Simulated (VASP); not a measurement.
# Al (a cell with a defect) in VASP: single point with PBE

Aim: the single point of Al (a cell with a defect) with PBE.

All numbers are computed with VASP 6.6.1; they aren't measurements. Logs are shortened: lines on timing, memory, paths and dates and some standing lists are left out, and cuts for length are marked.

**1. The cell of the first run**

The cell holds a defect, 33 atoms: a = 8.100 Å, b = 8.100 Å, c = 8.100 Å, α = 90.00°, β = 90.00°, γ = 90.00°.

**2. Single point, PBE**

File INCAR:

```
  PREC = Accurate
  ENCUT = 520
  EDIFF = 1E-7
  ISMEAR = -1
  SIGMA = 0.1
  LREAL = Auto
  LASPH = T
  NELM = 60
  ALGO = Normal
  ISIF = 2
  LWAVE = F
  LCHARG = T
  GGA = PE
  LELF = T
  LVHAR = T
  NBANDS = 72
```

File KPOINTS:

```
regular mesh
0
Gamma
  3 3 3
```

File POSCAR:

```
Al
1.0
    8.1000000000      0.0000000000      0.0000000000
    0.0000000000      8.1000000000      0.0000000000
    0.0000000000      0.0000000000      8.1000000000
Al
33
Direct
    0.5050800000      0.0065851852      0.0002209877
    0.7500692593      0.2488807407      0.0001534568
    0.7500704938      0.0070632099      0.2446870370
   -0.0048659259      0.0065928395      0.0002288889
    0.2501309877      0.2437100000     -0.0003029630
    0.5124802469      0.4983558025     -0.0023296296
    0.7500639506      0.7561787654     -0.0001330864
    0.2501409877     -0.0107376543      0.2301582716
    0.4896218519      0.2567586420      0.2591308642
    0.7501909877      0.4976807407      0.2374312346
    0.5188212346     -0.0086741975      0.4990369136
    0.7501993827      0.2423819753      0.4994549383
    0.7500624691      0.0059576543      0.7548279012
   -0.0123339506      0.4983519753     -0.0023338272
    0.2501437037      0.7649240741     -0.0061658025
    0.0105782716      0.2566808642      0.2590539506
    0.2499890123      0.5154296296      0.1921337037
    0.5032371605      0.7507065432      0.2465411111
   -0.0186664198     -0.0086703704      0.4990385185
    0.2500086420      0.1544544444      0.4988507407
    0.5514623457      0.5110112346      0.5016283951
    0.7501891358      0.7639955556      0.4985727160
    0.2501414815     -0.0056633333      0.7679986420
    0.4920183951      0.2545412346      0.7409196296
    0.7501895062      0.4983962963      0.7629022222
   -0.0030570370      0.7508013580      0.2464644444
   -0.0506603704      0.5110119753      0.5016328395
    0.2500593827      0.7744820988      0.5005756790
    0.0081614815      0.2544608642      0.7410153086
    0.2499907407      0.5097095062      0.7935623457
    0.5033961728      0.7522053086      0.7518674074
   -0.0032211111      0.7522916049      0.7519483951
    0.2505206173      0.4510067901      0.4898927160
```

Potentials or basis: VASP PAW PBE potentials, release 64 (Al).

The run is started by

```sh
$ cat potpaw_PBE.64/Al/POTCAR > POTCAR
$ mpirun -np 1 vasp_std > vasp.out
```

OUTCAR:

```text
PREC = Accurate
   ENCUT = 520
   EDIFF = 1E-7
   ISMEAR = -1
   LREAL = Auto
   LASPH = T
   NELM = 60
   ISIF = 2
   GGA = PE

 ion  position               nearest neighbor table
   1  0.505  0.007  0.000-   8 2.78   2 2.79  23 2.80   3 2.80  13 2.81   5 2.82   7 2.84  15 2.85
                            18 2.88  31 2.88  24 2.91   9 2.92
   2  0.750  0.249  0.000-  10 2.78   3 2.79  25 2.79   6 2.79  14 2.79   1 2.79   4 2.79  13 2.80
                            29 2.96  24 2.96  16 2.98   9 2.98
   3  0.750  0.007  0.245-   2 2.79  11 2.79  19 2.79   1 2.80   4 2.80  12 2.81   7 2.84  22 2.85
                            26 2.88  18 2.88  16 2.92   9 2.92
   4  0.995  0.007  0.000-   8 2.78   2 2.79  23 2.80   3 2.80  13 2.81   5 2.82   7 2.84  15 2.85
                            26 2.88  32 2.88  29 2.91  16 2.92
   5  0.250  0.244  1.000-  17 2.70  30 2.73  23 2.76   8 2.78   1 2.82   4 2.82  16 2.86   9 2.86
                            29 2.87  24 2.87   6 2.96  14 2.96
   6  0.512  0.498  0.998-  17 2.65  30 2.69  25 2.71  10 2.73   2 2.79   7 2.84  31 2.86  18 2.87
                            24 2.87   9 2.89   5 2.96  15 3.03
   7  0.750  0.756  1.000-  26 2.83  18 2.83  32 2.83  31 2.83  13 2.83  25 2.84   1 2.84   4 2.84
                             3 2.84   6 2.84  14 2.84  10 2.84
   8  0.250  0.989  0.230-  20 2.55  15 2.64   5 2.78   1 2.78   4 2.78  28 2.80  18 2.82  26 2.82
                            16 2.92   9 2.92  11 3.08  19 3.08
   9  0.490  0.257  0.259-   5 2.86  20 2.87  12 2.87  10 2.88   6 2.89  21 2.89  17 2.91  11 2.91
[... 23 lines left out ...]
  21  0.551  0.511  0.502-  33 2.49  22 2.61  25 2.66  10 2.68  12 2.71  31 2.84  18 2.86  24 2.88
                             9 2.89  27 3.22  28 3.24
  22  0.750  0.764  0.499-  21 2.61  27 2.61  19 2.63  11 2.63   3 2.85  13 2.85  26 2.86  18 2.86
                            32 2.87  31 2.87  10 3.02  25 3.04
  23  0.250  0.994  0.768-  20 2.54  15 2.61   5 2.76   1 2.80   4 2.80  28 2.80  31 2.84  32 2.84
                            24 2.89  29 2.89  11 3.08  19 3.08
  24  0.492  0.255  0.741-  12 2.87   5 2.87   6 2.87  30 2.88  21 2.88  25 2.88  23 2.89  20 2.89
                            11 2.90  13 2.90   1 2.91   2 2.96  33 3.24
  25  0.750  0.498  0.763-  21 2.66  27 2.66  14 2.70   6 2.71   2 2.79   7 2.84  32 2.87  31 2.87
                            29 2.88  24 2.88  12 2.98  22 3.04
  26  0.997  0.751  0.246-   8 2.82   7 2.83  19 2.83  17 2.83  22 2.86  27 2.86  10 2.86  14 2.87
                             4 2.88   3 2.88  15 2.90  28 2.91
  27  0.949  0.511  0.502-  33 2.49  22 2.61  25 2.66  10 2.68  12 2.71  32 2.84  26 2.86  29 2.88
                            16 2.89  21 3.22  28 3.24
  28  0.250  0.774  0.501-  33 2.62  19 2.80   8 2.80  11 2.80  23 2.80  31 2.90  32 2.90  18 2.91
                            26 2.91  20 3.08  30 3.20  27 3.24  21 3.24  17 3.26
  29  0.008  0.254  0.741-  12 2.86   5 2.87  14 2.87  30 2.88  25 2.88  27 2.88  23 2.89  20 2.89
                            19 2.90  13 2.90   4 2.91   2 2.96  33 3.24
  30  0.250  0.510  0.794-  33 2.51  15 2.63  14 2.69   6 2.69   5 2.73  32 2.86  31 2.86  29 2.88
                            24 2.88  28 3.20  17 3.23
  31  0.503  0.752  0.752-  11 2.82   7 2.83  15 2.84  23 2.84  21 2.84  30 2.86   6 2.86  22 2.87
                            13 2.87  25 2.87   1 2.88  28 2.90
  32  0.997  0.752  0.752-  19 2.82   7 2.83  15 2.84  23 2.84  27 2.84  30 2.86  14 2.86  22 2.87
                            13 2.87  25 2.87   4 2.88  28 2.90
  33  0.251  0.451  0.490-  20 2.40  17 2.47  21 2.49  27 2.49  30 2.51  28 2.62   9 3.12  16 3.12
                            24 3.24  29 3.24

  LATTYP: Found a simple cubic cell.
 ALAT       =     8.1000000000

  Lattice vectors:

 A1 = (   8.1000000000,   0.0000000000,   0.0000000000)
 A2 = (   0.0000000000,   8.1000000000,   0.0000000000)
 A3 = (   0.0000000000,   0.0000000000,   8.1000000000)

Analysis of symmetry for initial positions (statically):
=====================================================================
 Subroutine PRICEL returns:
 Original cell was already a primitive cell.

 Routine SETGRP: Setting up the symmetry group for a
 simple cubic supercell.

 Subroutine GETGRP returns: Found  1 space group operations
 (whereof  1 operations were pure point group operations)
 out of a pool of 48 trial point group operations.

The static configuration has the point symmetry C_1 .

Analysis of symmetry for dynamics (positions and initial velocities):
=====================================================================
 Subroutine PRICEL returns:
 Original cell was already a primitive cell.

 Routine SETGRP: Setting up the symmetry group for a
 simple cubic supercell.

 Subroutine GETGRP returns: Found  1 space group operations
 (whereof  1 operations were pure point group operations)
 out of a pool of 48 trial point group operations.

[... 107 lines left out ...]
     0.041152263  0.041152263  0.041152263

  Shift w.r.t. Gamma in fractional coordinates (k-lattice)
     0.000000000  0.000000000  0.000000000

 Subroutine IBZKPT returns following result:
 ===========================================

 Found     14 irreducible k-points:

 Following reciprocal coordinates:
            Coordinates               Weight
  0.000000  0.000000  0.000000      1.000000
  0.333333  0.000000  0.000000      2.000000
  0.000000  0.333333  0.000000      2.000000
  0.000000  0.000000  0.333333      2.000000
  0.333333  0.333333  0.000000      2.000000
  0.000000  0.333333  0.333333      2.000000
  0.333333  0.000000  0.333333      2.000000
 -0.333333  0.333333  0.000000      2.000000
 -0.333333  0.000000  0.333333      2.000000
  0.000000 -0.333333  0.333333      2.000000
  0.333333  0.333333  0.333333      2.000000
 -0.333333  0.333333  0.333333      2.000000
 -0.333333 -0.333333  0.333333      2.000000
  0.333333 -0.333333  0.333333      2.000000
   k-points           NKPTS =     14   k-points in BZ     NKDIM =     14   number of bands    NBANDS=     72
   number of dos      NEDOS =    301   number of ions     NIONS =     33
   total plane-waves  NPLWV = 216000
   dimension x,y,z NGX =    60 NGY =   60 NGZ =   60
   dimension x,y,z NGXF=   120 NGYF=  120 NGZF=  120
   ions per type =              33
   NGX,Y,Z   is equivalent  to a cutoff of  12.31, 12.31, 12.31 a.u.
   NGXF,Y,Z  is equivalent  to a cutoff of  24.63, 24.63, 24.63 a.u.
 SYSTEM =  unknown system
   PREC   = accura    normal or accurate (medium, high low for compatibility)
   ISTART =      0    job   : 0-new  1-cont  2-samecut
   ICHARG =      2    charge: 1-file 2-atom 10-const
   ISPIN  =      1    spin polarized calculation?
   LNONCOLLINEAR =      F non collinear calculations
   LSORBIT =      F    spin-orbit coupling
   LASPH  =      T    aspherical Exc in radial PAW
   ENCUT  =  520.0 eV  38.22 Ry    6.18 a.u.  15.06 15.06 15.06*2*pi/ulx,y,z
   NELM   =     60;   NELMIN=  2; NELMDL= -5     # of ELM steps
   EDIFF  = 0.1E-06   stopping-criterion for ELM
   LREAL  =      T    real-space projection
   EDIFFG = 0.1E-05   stopping-criterion for IOM
   NSW    =      0    number of steps for IOM
   IBRION =     -1    ionic relax: 0-MD 1-quasi-New 2-CG
   NFREE  =      0    steps in history (QN), initial steepest desc. (CG)
   ISIF   =      2    stress and relaxation
   ISYM   =      2    0-nonsym 1-usesym 2-fastsym
   POTIM  = 0.5000    time-step for ionic-motion
   TEBEG  =    0.0;   TEEND  =   0.0 temperature during run
   PSTRESS=    0.0 pullay stress
   NELECT =      99.0000    total number of electrons
   NUPDOWN=      -1.0000    fix difference up-down
   EMIN   =  10.00;   EMAX   =-10.00  energy-range for DOS
   EFERMI =   0.00;   METHOD = LEGACY
   ISMEAR =    -1;   SIGMA  =   0.10  broadening in eV -4-tet -1-fermi 0-gaus
   EFERMI_NEDOS =   21; number of points for ismear=-14 and -15
   IALGO  =     38    algorithm
   IMIX   =      4    mixing-type and parameters
     AMIX     =   0.40;   BMIX     =  1.00
     AMIX_MAG =   1.60;   BMIX_MAG =  1.00
  volume/ion in A,a.u.               =      16.10       108.68
  Fermi-wavevector in a.u.,A,eV,Ry     =   0.934978  1.766853 11.894002  0.874184
  Thomas-Fermi vector in A             =   2.061839
   LORBIT       =      0    0 simple, 1 ext, 2 COOP (PROOUT), +10 PAW based schemes
   GGA     = PE    functional components
   LHFCALC =     F    Hartree Fock is set to
   AEXX    =    0.0000 exact exchange contribution
   IVDW    =     0    specifies the selected vdW correction
   LEPSILON=     F    determine dielectric tensor
   LRPA    =     F    only Hartree local field effects (RPA)
 non-spin polarized calculation
  energy-cutoff  :      520.00
  volume of cell :      531.44
 maximum number of plane-waves:     14358
   NGX = 31   NGY = 31   NGZ = 31

 number of electron      99.0000000 magnetization

 Free energy of the ion-electron system (eV)
  ---------------------------------------------------
  ext. energy  EPLUGINS =         0.00000000
  ---------------------------------------------------
  free energy    TOTEN  =      -121.62498644 eV

  energy without entropy =     -121.39353869  energy(sigma->0) =     -121.50926256

 E-fermi :   8.2699     XC(G=0): -10.2734

 val. band max:        8.2669072070   @ k =   0.3333   0.0000   0.3333
 cond. band min:       8.2957789937   @ k =   0.0000   0.3333   0.3333
 fundamental gap:      0.0288717867
 Fermi energy:         8.2698906413

 k-point     1 :       0.0000    0.0000    0.0000
  band No.  band energies     occupation
      1      -3.0789      2.00000
      2      -1.0806      2.00000
      3      -1.0445      2.00000
      4      -0.8479      2.00000
      5      -0.6924      2.00000
      6      -0.6918      2.00000
[... 885 lines left out ...]
     60       9.8427      0.00000
     61       9.8733      0.00000
 [bands above 61 left out]

------------------------ aborting loop because EDIFF is reached ----------------------------------------

  FORCE on cell =-STRESS in cart. coord.  units (eV):
  Direction    XX          YY          ZZ          XY          YZ          ZX
  --------------------------------------------------------------------------------------
  -------------------------------------------------------------------------------------
  Total       15.2616555     16.7685365     15.3691453      0.0140438     -0.4023172      0.0023125
  in kB       46.0105231     50.5534368     46.3345812      0.0423389     -1.2128975      0.0069717
  external PRESSURE =      47.6328470 kB  Pullay stress =       0.0000000 kB

 VOLUME and BASIS-vectors are now :
 -----------------------------------------------------------------------------
  energy-cutoff  :      520.00
  volume of cell :      531.44
      direct lattice vectors                 reciprocal lattice vectors
     8.100000000  0.000000000  0.000000000     0.123456790  0.000000000  0.000000000
     0.000000000  8.100000000  0.000000000     0.000000000  0.123456790  0.000000000
     0.000000000  0.000000000  8.100000000     0.000000000  0.000000000  0.123456790

 POSITION                                       TOTAL-FORCE (eV/Angst)
 -----------------------------------------------------------------------------------
      4.09115      0.05334      0.00179         0.007478      0.001613     -0.005704
      6.07556      2.01593      0.00124         0.000744     -0.007420     -0.003747
      6.07557      0.05721      1.98196         0.000485     -0.004926     -0.007851
      8.06059      0.05340      0.00185        -0.009436      0.001800     -0.006125
      2.02606      1.97405      8.09755         0.001051     -0.014225     -0.018567
      4.15109      4.03668      8.08113         0.014431     -0.003629     -0.004065
[... 25 lines left out ...]
      8.07391      6.09356      6.09078        -0.004741      0.003788      0.007393
      2.02922      3.65315      3.96813        -0.002663      0.009116      0.032261
 -----------------------------------------------------------------------------------
    total drift:                               -0.001608     -0.038931      0.002905

  FREE ENERGIE OF THE ION-ELECTRON SYSTEM (eV)
  ---------------------------------------------------
  free  energy   TOTEN  =      -121.6249864377 eV

  energy  without entropy=     -121.3935386884  energy(sigma->0) =     -121.50926256
```

Run time: 3.5 min. Hardware: 1 thread of Intel Xeon 6975P-C (Granite Rapids), shared host; peak memory 0.64 GiB.

What came out:

```yaml
Free_energy: -121.6250 eV
Pressure: 4.8 GPa
Largest_force: 0.049 eV/Å
Band_gap_on_the_k_mesh: zero (an odd number of electrons rules out a gap without spin polarisation)
```

Forces in eV/Å, atoms in the order of the input:
```
Al   0.007  0.002 -0.006
Al   0.001 -0.007 -0.004
Al   0.000 -0.005 -0.008
Al  -0.009  0.002 -0.006
Al   0.001 -0.014 -0.019
Al   0.014 -0.004 -0.004
Al   0.001  0.003 -0.001
Al   0.000  0.022  0.003
Al  -0.001  0.001 -0.003
Al   0.000  0.000 -0.010
Al   0.002  0.007 -0.002
Al  -0.001 -0.004 -0.004
Al   0.000  0.002  0.003
Al  -0.015 -0.004 -0.003
Al  -0.001  0.003  0.035
Al   0.001  0.001 -0.004
Al   0.001 -0.049 -0.002
Al  -0.005 -0.004 -0.011
Al  -0.002  0.006 -0.002
Al   0.001  0.011  0.009
Al   0.010  0.005 -0.006
Al   0.001  0.005 -0.005
Al   0.000 -0.017 -0.002
Al   0.000 -0.001 -0.003
Al  -0.001 -0.003 -0.001
Al   0.005 -0.003 -0.010
Al  -0.009  0.004 -0.004
Al  -0.001  0.012 -0.002
Al  -0.001 -0.002 -0.003
Al   0.001  0.017  0.028
Al   0.005  0.003  0.008
Al  -0.005  0.004  0.007
Al  -0.003  0.009  0.032
```
